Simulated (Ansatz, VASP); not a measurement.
HfTi2Si2 in VASP and in Ansatz

```
Hf Ti Si
1.0
     3.72837    0.00000    0.00000
    -1.86419    3.22887    0.00000
     0.00000    0.00000    7.92745
Hf Ti Si
1 2 2
Cartesian
  1.8642 1.0763 3.9637
  0.0000 2.1526 3.9637
  0.0000 0.0000 0.0000
  1.8642 1.0763 6.2569
  1.8642 1.0763 1.6705
```

Alike in both runs: task single point; functional PBE; k mesh 6 × 6 × 2; occupations gaussian, width 0.1 eV; no spin polarisation.

|  | VASP | Ansatz |
| --- | --- | --- |
| version | VASP 6.6.1 | Ansatz 0.2.0 |
| potentials or method | VASP PAW PBE potentials, release 64 (Hf_pv, Ti_sv, Si), cutoff 520 eV | scalar-relativistic, plane waves, PAW |
| valence electrons in the cell | 42 | 58 |

VASP gave:

| Quantity | Value |
| --- | --- |
| gap on the k mesh at the Fermi level (eV) | none |
| pressure (GPa) | 18.6 |
| traceless stress, the component that is largest in VASP (GPa) | 0.02 |
| rms of the force components (eV/Å) | 1.234 |

Q: Which values does Ansatz return?

A: gap on the k mesh at the Fermi level (eV): none; pressure (GPa): 18.5; traceless stress, the component that is largest in VASP (GPa): -0.29; rms of the force components (eV/Å): 1.201.

Atom by atom the forces differ by 0.032 eV/Å (rms over components). A gap of «none» marks a metal or a gap that the smearing closes. VASP's potentials hold 42 valence electrons a cell and Ansatz's 58, so a difference there can come from the potentials and not from the codes.

The k mesh is coarse, so the values compare programs but aren't converged. Spin-orbit coupling is off throughout.
